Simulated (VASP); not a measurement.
S: single point with PBEsol

S:

```xyz
1
Lattice="0.0000 1.8273 2.3755 1.8273 0.0000 2.3755 1.8273 1.8273 0.0000" Properties=species:S:1:pos:R:3 pbc="T T T"
S     0.0000    0.0000    0.0000
```

This cell differs from its parent crystal: ratio of the length along z to the lengths across it x 1.3, volume and fractional coordinates fixed.

```
Program                : VASP 6.6.1
Task                   : single point
Functional             : PBEsol
Potentials or basis    : VASP PAW PBE potentials, release 64 (S)
Cutoff                 : 520 eV
k mesh                 : 22 × 22 × 22
Occupations            : gaussian, width 0.15 eV
Spin                   : no spin polarisation
Dipole correction      : no
Further INCAR settings : ALGO = Normal; EDIFF = 1e-06; NBANDS = 9
```

```yaml
Pressure: -4.3 GPa
Band_gap_on_the_k_mesh: zero (band 3 reaches 10.98 eV, above the bottom of band 4 at 4.26 eV)
```

Stress tensor (GPa, compression positive):
```
-10.40   0.00   0.00
  0.00 -10.40   0.00
  0.00   0.00   8.04
```

Levels at points of the mesh, in eV from the Fermi level:
| k point | band 1 | band 2 | band 3 | band 4 | band 5 | band 6 |
| --- | --- | --- | --- | --- | --- | --- |
| (0.00, 0.00, 0.00) | -16.75 | 2.07 | 3.65 | 3.65 | 10.31 | 11.27 |
| (0.50, 0.00, 0.00) | -12.48 | -7.48 | -0.08 | 4.04 | 6.89 | 12.38 |
| (0.50, 0.50, 0.00) | -13.36 | -7.26 | 1.63 | 1.63 | 7.33 | 8.47 |
| (0.50, 0.00, 0.50) | -9.59 | -5.76 | -2.93 | -0.14 | 4.29 | 5.92 |

It took 33 s on 1 thread of Intel(R) Xeon(R) Platinum 8559C (Emerald Rapids) (shared host), peak memory 0.2 GiB.

Caveat: the PAW data sets were made with another functional, which shifts forces and pressure a little.
